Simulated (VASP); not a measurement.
# K (Im-3m) in VASP: further runs

The runs below take K through single point, relaxation of cell and atoms, with PBEsol.

Program: VASP 6.6.1. These are calculated values, not measurements. Logs are shortened: lines on timing, memory, paths and dates and some standing lists are left out, and cuts for length are marked.

## (1) The cell of the first run

Symmetry: Im-3m, No. 229, cubic system. Conventional cell: a = 5.225 Å, b = 5.225 Å, c = 5.225 Å, α = 90.00°, β = 90.00°, γ = 90.00°.

## (2) Single point, PBEsol

INCAR reads:

```
PREC = Accurate
ENCUT = 500
EDIFF = 1E-6
ISMEAR = 0
SIGMA = 0.05
LREAL = False
LASPH = True
NELM = 120
ALGO = Normal
ISIF = 2
LWAVE = False
LCHARG = True
GGA = PS
LELF = True
LVHAR = True
NBANDS = 10
GGA_COMPAT = False
```

KPOINTS reads:

```
regular mesh
0
Gamma
  7 7 7
```

POSCAR reads:

```
K
1.0
    4.5249830354     -0.0000000251     -0.0000000434
   -1.5083276549      4.2661949272     -0.0000000434
   -1.5083276549     -2.1330974009      3.6946332206
K
1
Direct
    0.0000000000      0.0000000000      0.0000000000
```

Potentials or basis: VASP PAW PBE potentials, release 64 (K_sv).

The run is started by

```
$ cat potpaw_PBE.64/K_sv/POTCAR > POTCAR
$ mpirun -np 1 vasp_std > vasp.out
```

OUTCAR:

```text
PREC = Accurate
   ENCUT = 500
   EDIFF = 1E-6
   ISMEAR = 0
   LREAL = False
   LASPH = True
   NELM = 120
   ISIF = 2
   GGA = PS

 ion  position               nearest neighbor table
   1  0.000  0.000  0.000-

  LATTYP: Found a body centered cubic cell.
 ALAT       =     5.2250003472

  Lattice vectors:

 A1 = (   4.5249830354,  -0.0000000251,  -0.0000000434)
 A2 = (  -1.5083276549,   4.2661949272,  -0.0000000434)
 A3 = (  -1.5083276549,  -2.1330974009,   3.6946332206)

Analysis of symmetry for initial positions (statically):
=====================================================================
 Subroutine PRICEL returns:
 Original cell was already a primitive cell.

 Routine SETGRP: Setting up the symmetry group for a
 body centered cubic supercell.

 Subroutine GETGRP returns: Found 48 space group operations
 (whereof 48 operations were pure point group operations)
 out of a pool of 48 trial point group operations.

The static configuration has the point symmetry O_h .

Analysis of symmetry for dynamics (positions and initial velocities):
=====================================================================
 Subroutine PRICEL returns:
 Original cell was already a primitive cell.

 Routine SETGRP: Setting up the symmetry group for a
 body centered cubic supercell.

 Subroutine GETGRP returns: Found 48 space group operations
 (whereof 48 operations were pure point group operations)
 out of a pool of 48 trial point group operations.

The dynamic configuration has the point symmetry O_h .

 Subroutine INISYM returns: Found 48 space group operations
 (whereof 48 operations are pure point group operations),
 and found     1 'primitive' translations

----------------------------------------------------------------------------------------

                                     Primitive cell

  volume of cell :      71.3229

  direct lattice vectors                    reciprocal lattice vectors
     4.524983035 -0.000000025 -0.000000043     0.220995305  0.078133640  0.135331429
    -1.508327655  4.266194927 -0.000000043     0.000000003  0.234400919  0.135331429
    -1.508327655 -2.133097401  3.694633221     0.000000003  0.000000004  0.270662865

  length of vectors
     4.524983035  4.524983035  4.524983035     0.270662865  0.270662865  0.270662865

  position of ions in fractional coordinates (direct lattice)
     0.000000000  0.000000000  0.000000000

  ion indices of the primitive-cell ions
   primitive index   ion index
                 1           1

----------------------------------------------------------------------------------------

 KPOINTS: regular mesh

Automatic generation of k-mesh.
 Grid dimensions read from file:
 generate k-points for:    7    7    7

 Generating k-lattice:

  Cartesian coordinates                     Fractional coordinates (reciprocal lattice)
     0.031570758  0.011161949  0.019333061     0.142857143 -0.000000000  0.000000000
     0.000000000  0.033485846  0.019333061     0.000000000  0.142857143  0.000000000
     0.000000000  0.000000001  0.038666124     0.000000000  0.000000000  0.142857143

  Length of vectors
     0.038666124  0.038666124  0.038666124

  Shift w.r.t. Gamma in fractional coordinates (k-lattice)
     0.000000000  0.000000000  0.000000000

 Subroutine IBZKPT returns following result:
 ===========================================

 Found     20 irreducible k-points:

 Following reciprocal coordinates:
            Coordinates               Weight
  0.000000  0.000000  0.000000      1.000000
  0.142857  0.000000  0.000000     12.000000
  0.285714 -0.000000  0.000000     12.000000
  0.428571  0.000000  0.000000     12.000000
  0.142857  0.142857  0.000000     24.000000
  0.285714  0.142857  0.000000     48.000000
[... 12 lines left out ...]
 -0.428571 -0.428571  0.285714      8.000000
 -0.428571  0.428571  0.428571      6.000000
   k-points           NKPTS =     20   k-points in BZ     NKDIM =     20   number of bands    NBANDS=     10
   number of dos      NEDOS =    301   number of ions     NIONS =      1
   total plane-waves  NPLWV =  46656
   dimension x,y,z NGX =    36 NGY =   36 NGZ =   36
   dimension x,y,z NGXF=    72 NGYF=   72 NGZF=   72
   ions per type =               1
   NGX,Y,Z   is equivalent  to a cutoff of  13.23, 13.23, 13.23 a.u.
   NGXF,Y,Z  is equivalent  to a cutoff of  26.45, 26.45, 26.45 a.u.
 SYSTEM =  unknown system
   PREC   = accura    normal or accurate (medium, high low for compatibility)
   ISTART =      0    job   : 0-new  1-cont  2-samecut
   ICHARG =      2    charge: 1-file 2-atom 10-const
   ISPIN  =      1    spin polarized calculation?
   LNONCOLLINEAR =      F non collinear calculations
   LSORBIT =      F    spin-orbit coupling
   LASPH  =      T    aspherical Exc in radial PAW
   ENCUT  =  500.0 eV  36.75 Ry    6.06 a.u.   8.25  8.25  8.25*2*pi/ulx,y,z
   NELM   =    120;   NELMIN=  2; NELMDL= -5     # of ELM steps
   EDIFF  = 0.1E-05   stopping-criterion for ELM
   LREAL  =      F    real-space projection
   EDIFFG = 0.1E-04   stopping-criterion for IOM
   NSW    =      0    number of steps for IOM
   IBRION =     -1    ionic relax: 0-MD 1-quasi-New 2-CG
   NFREE  =      0    steps in history (QN), initial steepest desc. (CG)
   ISIF   =      2    stress and relaxation
   ISYM   =      2    0-nonsym 1-usesym 2-fastsym
   POTIM  = 0.5000    time-step for ionic-motion
   TEBEG  =    0.0;   TEEND  =   0.0 temperature during run
   PSTRESS=    0.0 pullay stress
   NELECT =       9.0000    total number of electrons
   NUPDOWN=      -1.0000    fix difference up-down
   EMIN   =  10.00;   EMAX   =-10.00  energy-range for DOS
   EFERMI =   0.00;   METHOD = LEGACY
   ISMEAR =     0;   SIGMA  =   0.05  broadening in eV -4-tet -1-fermi 0-gaus
   EFERMI_NEDOS =   21; number of points for ismear=-14 and -15
   IALGO  =     38    algorithm
   IMIX   =      4    mixing-type and parameters
     AMIX     =   0.40;   BMIX     =  1.00
     AMIX_MAG =   1.60;   BMIX_MAG =  1.00
  volume/ion in A,a.u.               =      71.32       481.31
  Fermi-wavevector in a.u.,A,eV,Ry     =   0.821131  1.551713  9.173821  0.674257
  Thomas-Fermi vector in A             =   1.932236
   LORBIT       =      0    0 simple, 1 ext, 2 COOP (PROOUT), +10 PAW based schemes
   GGA     = PS    functional components
   LHFCALC =     F    Hartree Fock is set to
   AEXX    =    0.0000 exact exchange contribution
   IVDW    =     0    specifies the selected vdW correction
   LEPSILON=     F    determine dielectric tensor
   LRPA    =     F    only Hartree local field effects (RPA)
 non-spin polarized calculation
 Gauss-broadening in eV      SIGMA  =   0.05
  energy-cutoff  :      500.00
  volume of cell :       71.32
 maximum number of plane-waves:      1865
 NGX is ok and might be reduce to    36
   NGX = 17   NGY = 17   NGZ = 17

 number of electron       9.0000000 magnetization

 Free energy of the ion-electron system (eV)
  ---------------------------------------------------
  ext. energy  EPLUGINS =         0.00000000
  ---------------------------------------------------
  free energy    TOTEN  =        -1.13514466 eV

  energy without entropy =       -1.13341626  energy(sigma->0) =       -1.13428046

 E-fermi :  -0.1471     XC(G=0):  -5.7734

 val. band max:       -0.1795572732   @ k =  -0.2857   0.4286   0.1429
 cond. band min:       0.0234306285   @ k =  -0.4286   0.4286   0.1429
 fundamental gap:      0.2029879017
 Fermi energy:        -0.1471021968

 k-point     1 :       0.0000    0.0000    0.0000
  band No.  band energies     occupation
      1     -32.0748      2.00000
      2     -15.5822      2.00000
      3     -15.5822      2.00000
      4     -15.5822      2.00000
      5      -2.3032      2.00000
      6       4.2250      0.00000
      7       4.2250      0.00000
      8       4.2250      0.00000
      9       5.1645      0.00000
     10       5.1645      0.00000

 k-point     2 :       0.1429    0.0000    0.0000
  band No.  band energies     occupation
      1     -32.0739      2.00000
      2     -15.5969      2.00000
      3     -15.5871      2.00000
      4     -15.5822      2.00000
      5      -2.0447      2.00000
      6       3.7683      0.00000
      7       3.9239      0.00000
      8       4.4345      0.00000
      9       4.9132      0.00000
     10       5.1131      0.00000

 k-point     3 :       0.2857   -0.0000    0.0000
  band No.  band energies     occupation
      1     -32.0719      2.00000
      2     -15.6294      2.00000
      3     -15.5979      2.00000
      4     -15.5822      2.00000
      5      -1.3046      2.00000
      6       2.5224      0.00000
      7       3.4228      0.00000
      8       5.0072      0.00000
      9       5.0447      0.00000
     10       5.1522      0.00000

 k-point     4 :       0.4286    0.0000    0.0000
  band No.  band energies     occupation
      1     -32.0702      2.00000
      2     -15.6550      2.00000
      3     -15.6066      2.00000
      4     -15.5821      2.00000
      5      -0.1925      1.80060
      6       1.1638      0.00000
      7       3.1137      0.00000
      8       4.8926      0.00000
      9       5.4895      0.00000
     10       6.0014      0.00000
[... 170 lines left out ...]
 k-point    18 :      -0.4286    0.4286    0.2857
  band No.  band energies     occupation
      1     -32.0678      2.00000
      2     -15.6428      2.00000
      3     -15.6245      2.00000
      4     -15.6164      2.00000
      5       0.5873      0.00000
      6       1.6578      0.00000
      7       3.1251      0.00000
      8       3.3204      0.00000
      9       4.3731      0.00000
     10       5.9932      0.00000

 k-point    19 :      -0.4286   -0.4286    0.2857
  band No.  band energies     occupation
      1     -32.0672      2.00000
      2     -15.6383      2.00000
      3     -15.6383      2.00000
      4     -15.6189      2.00000
      5       1.3453      0.00000
      6       1.3453      0.00000
      7       2.4642      0.00000
      8       3.9797      0.00000
      9       3.9797      0.00000
     10       5.8639      0.00000

 k-point    20 :      -0.4286    0.4286    0.4286
  band No.  band energies     occupation
      1     -32.0665      2.00000
      2     -15.6368      2.00000
      3     -15.6344      2.00000
      4     -15.6344      2.00000
      5       1.2581      0.00000
      6       1.6608      0.00000
      7       3.4187      0.00000
      8       3.4187      0.00000
      9       3.4356      0.00000
     10       6.1753      0.00000

------------------------ aborting loop because EDIFF is reached ----------------------------------------

  FORCE on cell =-STRESS in cart. coord.  units (eV):
  Direction    XX          YY          ZZ          XY          YZ          ZX
  --------------------------------------------------------------------------------------
  -------------------------------------------------------------------------------------
  Total       -0.0173592     -0.0173592     -0.0173592      0.0000000     -0.0000000      0.0000000
  in kB       -0.3899520     -0.3899520     -0.3899520      0.0000000     -0.0000000      0.0000000
  external PRESSURE =      -0.3899520 kB  Pullay stress =       0.0000000 kB

 VOLUME and BASIS-vectors are now :
 -----------------------------------------------------------------------------
  energy-cutoff  :      500.00
  volume of cell :       71.32
      direct lattice vectors                 reciprocal lattice vectors
     4.524983035 -0.000000025 -0.000000043     0.220995305  0.078133640  0.135331429
    -1.508327655  4.266194927 -0.000000043     0.000000003  0.234400919  0.135331429
    -1.508327655 -2.133097401  3.694633221     0.000000003  0.000000004  0.270662865

 POSITION                                       TOTAL-FORCE (eV/Angst)
 -----------------------------------------------------------------------------------
      0.00000      0.00000      0.00000        -0.000000     -0.000000      0.000000
 -----------------------------------------------------------------------------------
    total drift:                                0.000000     -0.000000     -0.000000

  FREE ENERGIE OF THE ION-ELECTRON SYSTEM (eV)
  ---------------------------------------------------
  free  energy   TOTEN  =        -1.1351446558 eV

  energy  without entropy=       -1.1334162585  energy(sigma->0) =       -1.13428046
```

Run time: 21 s. Hardware: 1 thread of AMD EPYC 7R43 (Zen 3), shared host; peak memory 0.16 GiB.

What came out:

* Free energy: -1.1351 eV
* Pressure: 0.0 GPa

Caveat: the PAW data sets were made with another functional, which shifts forces and pressure a little.

## (3) Relaxation of cell and atoms, PBEsol

INCAR reads:

```
SYSTEM = K
  ALGO = Normal
  EDIFF = 1E-7
  EDIFFG = -0.03
  ENCUT = 500
  GGA = PS
  GGA_COMPAT = .False.
  IBRION = 2
  ISIF = 3
  ISMEAR = 0
  LASPH = .True.
  LCHARG = .False.
  LREAL = .False.
  LWAVE = .False.
  NELM = 120
  NELMIN = 4
  NSW = 80
  PREC = Accurate
  SIGMA = 0.05
```

KPOINTS reads:

```
k-points
0
Gamma
  7 7 7
  0 0 0
```

POSCAR is that of step 2.

Potentials or basis: VASP PAW PBE potentials, release 64 (K_sv).

The run is started by

```
$ cat potpaw_PBE.64/K_sv/POTCAR > POTCAR
$ mpirun -np 1 vasp_std > vasp.out
```

OUTCAR:

```text
SYSTEM = K
   EDIFF = 1E-7
   EDIFFG = -0.03
   ENCUT = 500
   GGA = PS
   IBRION = 2
   ISIF = 3
   ISMEAR = 0
   LASPH = .True.
   LREAL = .False.
   NELM = 120
   NELMIN = 4
   NSW = 80
   PREC = Accurate

 ion  position               nearest neighbor table
   1  0.000  0.000  0.000-

  LATTYP: Found a body centered cubic cell.
 ALAT       =     5.2250003472

  Lattice vectors:

 A1 = (   4.5249830354,  -0.0000000251,  -0.0000000434)
 A2 = (  -1.5083276549,   4.2661949272,  -0.0000000434)
 A3 = (  -1.5083276549,  -2.1330974009,   3.6946332206)

Analysis of symmetry for initial positions (statically):
=====================================================================
 Subroutine PRICEL returns:
 Original cell was already a primitive cell.

 Routine SETGRP: Setting up the symmetry group for a
 body centered cubic supercell.

 Subroutine GETGRP returns: Found 48 space group operations
 (whereof 48 operations were pure point group operations)
[... 158 lines left out ...]

 E-fermi :  -0.1471     XC(G=0):  -5.7734

 val. band max:       -0.1795568180   @ k =  -0.2857   0.4286   0.1429
 cond. band min:       0.0234314555   @ k =  -0.4286   0.4286   0.1429
 fundamental gap:      0.2029882734
 Fermi energy:        -0.1471013636

 k-point     1 :       0.0000    0.0000    0.0000
  band No.  band energies     occupation
      1     -32.0749      2.00000
      2     -15.5823      2.00000
      3     -15.5823      2.00000
      4     -15.5823      2.00000
      5      -2.3032      2.00000
      6       4.2250      0.00000
      7       4.2250      0.00000
      8       4.2250      0.00000
[... 199 lines left out ...]
 k-point    20 :      -0.4286    0.4286    0.4286
  band No.  band energies     occupation
      1     -32.0666      2.00000
      2     -15.6369      2.00000
      3     -15.6345      2.00000
      4     -15.6345      2.00000
      5       1.2581      0.00000
      6       1.6608      0.00000
      7       3.4187      0.00000
      8       3.4188      0.00000

------------------------ aborting loop because EDIFF is reached ----------------------------------------

  FORCE on cell =-STRESS in cart. coord.  units (eV):
  Direction    XX          YY          ZZ          XY          YZ          ZX
  --------------------------------------------------------------------------------------
  -------------------------------------------------------------------------------------
  Total       -0.0168274     -0.0168274     -0.0168274      0.0000000     -0.0000000      0.0000000
  in kB       -0.3780067     -0.3780067     -0.3780067      0.0000000     -0.0000000      0.0000000
  external PRESSURE =      -0.3780067 kB  Pullay stress =       0.0000000 kB

 VOLUME and BASIS-vectors are now :
 -----------------------------------------------------------------------------
  energy-cutoff  :      500.00
  volume of cell :       71.32
      direct lattice vectors                 reciprocal lattice vectors
     4.524983035 -0.000000025 -0.000000043     0.220995305  0.078133640  0.135331429
    -1.508327655  4.266194927 -0.000000043     0.000000003  0.234400919  0.135331429
    -1.508327655 -2.133097401  3.694633221     0.000000003  0.000000004  0.270662865

 POSITION                                       TOTAL-FORCE (eV/Angst)
 -----------------------------------------------------------------------------------
      0.00000      0.00000      0.00000         0.000000      0.000000      0.000000
 -----------------------------------------------------------------------------------
    total drift:                               -0.000000      0.000000     -0.000000

  FREE ENERGIE OF THE ION-ELECTRON SYSTEM (eV)
  ---------------------------------------------------
  free  energy   TOTEN  =        -1.1351445835 eV

  energy  without entropy=       -1.1334161812  energy(sigma->0) =       -1.13428038

 reached required accuracy - stopping structural energy minimisation
```

CONTCAR:

```text
K
   1.00000000000000
     4.5249830354000000   -0.0000000251000000   -0.0000000434000000
    -1.5083276549000000    4.2661949271999999   -0.0000000434000000
    -1.5083276549000000   -2.1330974009000001    3.6946332206000001
  K
     1
Direct
     0.0000000000000000    0.0000000000000000    0.0000000000000000

  0.00000000E+00  0.00000000E+00  0.00000000E+00
```

Wall time 19 s (1 thread of AMD EPYC 7R43 (Zen 3), shared host); peak memory 0.16 GiB.

Results:

```yaml
Free_energy: -1.1351 eV
Pressure_after_relaxing: 0.0 GPa
```

Final structure:
```xyz
1
Lattice="4.5250 0.0000 0.0000 -1.5083 4.2662 0.0000 -1.5083 -2.1331 3.6946" Properties=species:S:1:pos:R:3 pbc="T T T"
K     0.0000    0.0000    0.0000
```

Caveat: the relaxation stopped at its first step, so nothing moved; the PAW data sets were made with another functional, which shifts forces and pressure a little.
